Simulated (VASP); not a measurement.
# AlN in VASP: further runs, part 2 of 3

VASP 6.6.1. The steps go on from the part before.

## 3. Single point, LDA (mode 4 frozen in at +0.000 Å and mode 5 at +0.034 Å (largest displacements))

Input file INCAR:

```
PREC = Accurate
ENCUT = 520
EDIFF = 1E-6
ISMEAR = 0
SIGMA = 0.05
LREAL = False
LASPH = True
NELM = 60
ALGO = Normal
ISIF = 2
LWAVE = False
LCHARG = False
GGA = CA
NBANDS = 16
```

Input file KPOINTS:

```
Automatic mesh
0
Gamma
  9 9 6
```

Input file POSCAR:

```
AlN
1.0
    3.0887424016      0.0000000000      0.0000000000
   -1.5443712008      2.6749293856      0.0000000000
    0.0000000000      0.0000000000      4.9437688231
Al N
2 2
Direct
    0.3397634096      0.6795268192      0.0015212672
    0.6602365904      0.3204731808      0.5015212672
    0.3275955689      0.6551911379      0.3834787328
    0.6724044311      0.3448088621      0.8834787328
```

Potentials or basis: VASP PAW LDA potentials, release 64 (Al, N).

Run with:

```console
> cat potpaw_LDA.64/Al/POTCAR potpaw_LDA.64/N/POTCAR > POTCAR
> mpirun -np 1 vasp_std > vasp.out
```

OUTCAR:

```text
PREC = Accurate
   ENCUT = 520
   EDIFF = 1E-6
   ISMEAR = 0
   LREAL = False
   LASPH = True
   NELM = 60
   ISIF = 2
   GGA = CA

 ion  position               nearest neighbor table
   1  0.340  0.680  0.002-   4 1.87   4 1.88   4 1.88   3 1.89   2 3.01   2 3.01   2 3.07   2 3.07
                             2 3.07   2 3.07
   2  0.660  0.320  0.502-   3 1.87   3 1.88   3 1.88   4 1.89   1 3.01   1 3.01   1 3.07   1 3.07
                             1 3.07   1 3.07
   3  0.328  0.655  0.383-   2 1.87   2 1.88   2 1.88   1 1.89
   4  0.672  0.345  0.883-   1 1.87   1 1.88   1 1.88   2 1.89

  LATTYP: Found a hexagonal cell.
 ALAT       =     3.0887424016
 C/A-ratio  =     1.6005766038

  Lattice vectors:

 A1 = (   3.0887424016,   0.0000000000,   0.0000000000)
 A2 = (  -1.5443712008,   2.6749293856,   0.0000000000)
 A3 = (   0.0000000000,   0.0000000000,   4.9437688231)

Analysis of symmetry for initial positions (statically):
=====================================================================
 Subroutine PRICEL returns:
 Original cell was already a primitive cell.

 Routine SETGRP: Setting up the symmetry group for a
 hexagonal supercell.

 Subroutine GETGRP returns: Found  4 space group operations
 (whereof  2 operations were pure point group operations)
 out of a pool of 24 trial point group operations.

The static configuration has the point symmetry C_1h.
 The point group associated with its full space group is C_2v.

Analysis of symmetry for dynamics (positions and initial velocities):
=====================================================================
 Subroutine PRICEL returns:
 Original cell was already a primitive cell.

 Routine SETGRP: Setting up the symmetry group for a
 hexagonal supercell.

 Subroutine GETGRP returns: Found  4 space group operations
 (whereof  2 operations were pure point group operations)
 out of a pool of 24 trial point group operations.

The dynamic configuration has the point symmetry C_1h.
 The point group associated with its full space group is C_2v.

 Subroutine INISYM returns: Found  4 space group operations
 (whereof  2 operations are pure point group operations),
 and found     1 'primitive' translations

----------------------------------------------------------------------------------------

                                     Primitive cell

  volume of cell :      40.8462

  direct lattice vectors                    reciprocal lattice vectors
     3.088742402  0.000000000  0.000000000     0.323756361  0.186920822  0.000000000
    -1.544371201  2.674929386  0.000000000     0.000000000  0.373841644  0.000000000
     0.000000000  0.000000000  4.943768823     0.000000000  0.000000000  0.202274830

  length of vectors
     3.088742402  3.088742402  4.943768823     0.373841644  0.373841644  0.202274830

  position of ions in fractional coordinates (direct lattice)
     0.339763410  0.679526819  0.001521267
     0.660236590  0.320473181  0.501521267
     0.327595569  0.655191138  0.383478733
     0.672404431  0.344808862  0.883478733

  ion indices of the primitive-cell ions
   primitive index   ion index
                 1           1
                 2           2
                 3           3
                 4           4

----------------------------------------------------------------------------------------

 KPOINTS: Automatic mesh

Automatic generation of k-mesh.
 Grid dimensions read from file:
 generate k-points for:    9    9    6

 Generating k-lattice:

  Cartesian coordinates                     Fractional coordinates (reciprocal lattice)
     0.035972929  0.020768980  0.000000000     0.111111111 -0.000000000  0.000000000
     0.000000000  0.041537960  0.000000000     0.000000000  0.111111111  0.000000000
     0.000000000  0.000000000  0.033712472     0.000000000  0.000000000  0.166666667

  Length of vectors
     0.041537960  0.041537960  0.033712472

  Shift w.r.t. Gamma in fractional coordinates (k-lattice)
     0.000000000  0.000000000  0.000000000

 Subroutine IBZKPT returns following result:
 ===========================================

 Found    100 irreducible k-points:

 Following reciprocal coordinates:
            Coordinates               Weight
  0.000000  0.000000  0.000000      1.000000
  0.111111  0.000000  0.000000      4.000000
  0.000000  0.111111  0.000000      2.000000
  0.222222 -0.000000  0.000000      4.000000
  0.000000  0.222222  0.000000      2.000000
  0.333333 -0.000000  0.000000      4.000000
[... 16 lines left out ...]
 -0.222222 -0.444444  0.000000      4.000000
  0.444444  0.333333  0.000000      4.000000
 [... further k-points ...]
   k-points           NKPTS =    100   k-points in BZ     NKDIM =    100   number of bands    NBANDS=     16
   number of dos      NEDOS =    301   number of ions     NIONS =      4
   total plane-waves  NPLWV =  23040
   dimension x,y,z NGX =    24 NGY =   24 NGZ =   40
   dimension x,y,z NGXF=    48 NGYF=   48 NGZF=   80
   ions per type =               2   2
   NGX,Y,Z   is equivalent  to a cutoff of  12.92, 12.92, 13.45 a.u.
   NGXF,Y,Z  is equivalent  to a cutoff of  25.84, 25.84, 26.90 a.u.
 SYSTEM =  unknown system
   PREC   = accura    normal or accurate (medium, high low for compatibility)
   ISTART =      0    job   : 0-new  1-cont  2-samecut
   ICHARG =      2    charge: 1-file 2-atom 10-const
   ISPIN  =      1    spin polarized calculation?
   LNONCOLLINEAR =      F non collinear calculations
   LSORBIT =      F    spin-orbit coupling
   LASPH  =      T    aspherical Exc in radial PAW
   ENCUT  =  520.0 eV  38.22 Ry    6.18 a.u.   5.74  5.74  9.19*2*pi/ulx,y,z
   NELM   =     60;   NELMIN=  2; NELMDL= -5     # of ELM steps
   EDIFF  = 0.1E-05   stopping-criterion for ELM
   LREAL  =      F    real-space projection
   EDIFFG = 0.1E-04   stopping-criterion for IOM
   NSW    =      0    number of steps for IOM
   IBRION =     -1    ionic relax: 0-MD 1-quasi-New 2-CG
   NFREE  =      0    steps in history (QN), initial steepest desc. (CG)
   ISIF   =      2    stress and relaxation
   ISYM   =      2    0-nonsym 1-usesym 2-fastsym
   POTIM  = 0.5000    time-step for ionic-motion
   TEBEG  =    0.0;   TEEND  =   0.0 temperature during run
   PSTRESS=    0.0 pullay stress
   NELECT =      16.0000    total number of electrons
   NUPDOWN=      -1.0000    fix difference up-down
   EMIN   =  10.00;   EMAX   =-10.00  energy-range for DOS
   EFERMI =   0.00;   METHOD = LEGACY
   ISMEAR =     0;   SIGMA  =   0.05  broadening in eV -4-tet -1-fermi 0-gaus
   EFERMI_NEDOS =   21; number of points for ismear=-14 and -15
   IALGO  =     38    algorithm
   IMIX   =      4    mixing-type and parameters
     AMIX     =   0.40;   BMIX     =  1.00
     AMIX_MAG =   1.60;   BMIX_MAG =  1.00
  volume/ion in A,a.u.               =      10.21        68.91
  Fermi-wavevector in a.u.,A,eV,Ry     =   1.197836  2.263582 19.521797  1.434812
  Thomas-Fermi vector in A             =   2.333741
   LORBIT       =      0    0 simple, 1 ext, 2 COOP (PROOUT), +10 PAW based schemes
   GGA     = CA    functional components
   LHFCALC =     F    Hartree Fock is set to
   AEXX    =    0.0000 exact exchange contribution
   IVDW    =     0    specifies the selected vdW correction
   LEPSILON=     F    determine dielectric tensor
   LRPA    =     F    only Hartree local field effects (RPA)
 non-spin polarized calculation
 Gauss-broadening in eV      SIGMA  =   0.05
  energy-cutoff  :      520.00
  volume of cell :       40.85
 maximum number of plane-waves:      1118
   NGX = 11   NGY = 11   NGZ = 19

 number of electron      16.0000000 magnetization

 Free energy of the ion-electron system (eV)
  ---------------------------------------------------
  ext. energy  EPLUGINS =         0.00000000
  ---------------------------------------------------
  free energy    TOTEN  =       -32.83148552 eV

  energy without entropy =      -32.83148552  energy(sigma->0) =      -32.83148552

 E-fermi :   6.3820     XC(G=0): -11.3434

 val. band max:        6.1219163383   @ k =   0.0000   0.0000   0.0000
 cond. band min:      10.5303346582   @ k =   0.0000   0.0000   0.0000
 fundamental gap:      4.4084183199
 Fermi energy:         6.3819520508

 k-point     1 :       0.0000    0.0000    0.0000
  band No.  band energies     occupation
      1      -9.0576      2.00000
      2      -6.7637      2.00000
      3      -0.0386      2.00000
      4       5.2108      2.00000
      5       5.2412      2.00000
      6       5.8307      2.00000
[... 433 lines left out ...]
      3       1.0879      2.00000
      4       2.0915      2.00000
      5       2.7511      2.00000
      6       2.9555      2.00000
[... 8 lines left out ...]
     15      18.8735      0.00000
     16      20.6461      0.00000

 [... further k-points ...]
[... 5 lines left out ...]
  --------------------------------------------------------------------------------------
  -------------------------------------------------------------------------------------
  Total        0.1825413      0.0993210      0.1432865      0.0000000      0.0000000      0.0000000
  in kB        7.1601072      3.8958257      5.6203561      0.0000000      0.0000000      0.0000000
  external PRESSURE =       5.5587630 kB  Pullay stress =       0.0000000 kB

 VOLUME and BASIS-vectors are now :
 -----------------------------------------------------------------------------
  energy-cutoff  :      520.00
  volume of cell :       40.85
      direct lattice vectors                 reciprocal lattice vectors
     3.088742402  0.000000000  0.000000000     0.323756361  0.186920822  0.000000000
    -1.544371201  2.674929386  0.000000000     0.000000000  0.373841644  0.000000000
     0.000000000  0.000000000  4.943768823     0.000000000  0.000000000  0.202274830

 POSITION                                       TOTAL-FORCE (eV/Angst)
 -----------------------------------------------------------------------------------
      0.00000      1.81769      0.00752         0.000000     -0.202031      0.007998
      1.54437      0.85724      2.47941         0.000000      0.202031      0.007998
     -0.00000      1.75259      1.89583        -0.000000      0.086850     -0.007998
      1.54437      0.92234      4.36771         0.000000     -0.086850     -0.007998
 -----------------------------------------------------------------------------------
    total drift:                                0.000000     -0.000000     -0.000585

  FREE ENERGIE OF THE ION-ELECTRON SYSTEM (eV)
  ---------------------------------------------------
  free  energy   TOTEN  =       -32.8314855226 eV

  energy  without entropy=      -32.8314855226  energy(sigma->0) =      -32.83148552
```

stdout:

```text
POSCAR found type information on POSCAR AlN
 POSCAR found :  2 types and       4 ions
 scaLAPACK will be used
 LDA part: xc-table for (Slater(with rela. corr.)+CA(PZ))
 , standard interpolation
 POSCAR, INCAR and KPOINTS ok, starting setup
 FFT: planning ... GRIDC
 FFT: planning ... GRID_SOFT
 FFT: planning ... GRID
 WAVECAR not read
 entering main loop
```

Run time: 18 s. Hardware: 1 thread of Intel Xeon Platinum 8559C (Emerald Rapids), shared host; peak memory 0.17 GiB.

Results:

- Free energy: -32.8315 eV
- Pressure: 0.6 GPa
- Largest force: 0.202 eV/Å
- Band gap on the k mesh: 4.41 eV, direct

Forces in eV/Å, atoms in the order of the input:
```
Al   0.000 -0.202  0.008
Al   0.000  0.202  0.008
N    0.000  0.087 -0.008
N    0.000 -0.087 -0.008
```

Levels at points of the mesh, in eV from the valence-band top:
```tsv
k point	band 5	band 6	band 7	band 8	band 9	band 10	band 11	band 12
(0.00, 0.00, 0.00)	-0.88	-0.29	-0.18	0.00	4.41	6.72	10.63	10.95
(0.00, 0.00, 0.50)	-0.59	-0.59	-0.56	-0.56	6.59	6.59	10.30	10.30
```

Caveat: the cell differs from its parent crystal (mode 4 frozen in at +0.000 Å and mode 5 at +0.034 Å (largest displacements)). A k mesh can miss the band edges.

## 4. Single point, LDA (mode 4 frozen in at -0.052 Å and mode 5 at +0.017 Å (largest displacements))

Input file INCAR:

```
SYSTEM = AlN
  PREC = Accurate
  ENCUT = 520
  EDIFF = 1E-6
  ISMEAR = 0
  SIGMA = 0.05
  LREAL = .FALSE.
  LASPH = .TRUE.
  NELM = 100
  ALGO = Normal
  ISIF = 2
  LWAVE = .FALSE.
  LCHARG = .FALSE.
  GGA = CA
  NBANDS = 16
```

Input file KPOINTS:

```
regular mesh
0
G
  9 9 6
  0 0 0
```

Input file POSCAR:

```
AlN
1.0
    3.0887424016      0.0000000000      0.0000000000
   -1.5443712008      2.6749293856      0.0000000000
    0.0000000000      0.0000000000      4.9437688231
Al N
2 2
Direct
    0.3198425432      0.6730967429      0.0015212672
    0.6801574568      0.3269032571      0.5015212672
    0.3453716003      0.6609289023      0.3834787328
    0.6546283997      0.3390710977      0.8834787328
```

Run with:

```console
> cat potpaw_LDA.64/Al/POTCAR potpaw_LDA.64/N/POTCAR > POTCAR
> mpirun -np 1 vasp_std > vasp.out
```

It took 34 s on 1 thread of Intel Xeon Platinum 8488C (Sapphire Rapids), shared host; peak memory 0.2 GiB.

Results (log left out):

| Item | Value |
| --- | --- |
| Free energy | -32.8176 eV |
| Pressure | 0.5 GPa |
| Largest force | 0.300 eV/Å |
| Band gap on the k mesh | 4.39 eV, direct |

Forces on the atoms (eV/Å):
```
Al   0.286 -0.087  0.021
Al  -0.286  0.087  0.021
N   -0.138  0.049 -0.021
N    0.138 -0.049 -0.021
```

Stress tensor (GPa, compression positive):
```
 0.41 -0.07  0.00
-0.07  0.55  0.00
 0.00  0.00  0.55
```

Levels at points of the mesh, in eV from the valence-band top:
```csv
k point,band 5,band 6,band 7,band 8,band 9,band 10,band 11,band 12
"(0.00, 0.00, 0.00)",-0.88,-0.33,-0.17,0.00,4.39,6.71,10.59,10.89
"(0.00, 0.00, 0.50)",-0.61,-0.61,-0.56,-0.56,6.57,6.57,10.29,10.29
```

Caveat: the cell differs from its parent crystal (mode 4 frozen in at -0.052 Å and mode 5 at +0.017 Å (largest displacements)). A k mesh can miss the band edges.

(Continued in part 3 of 3.)
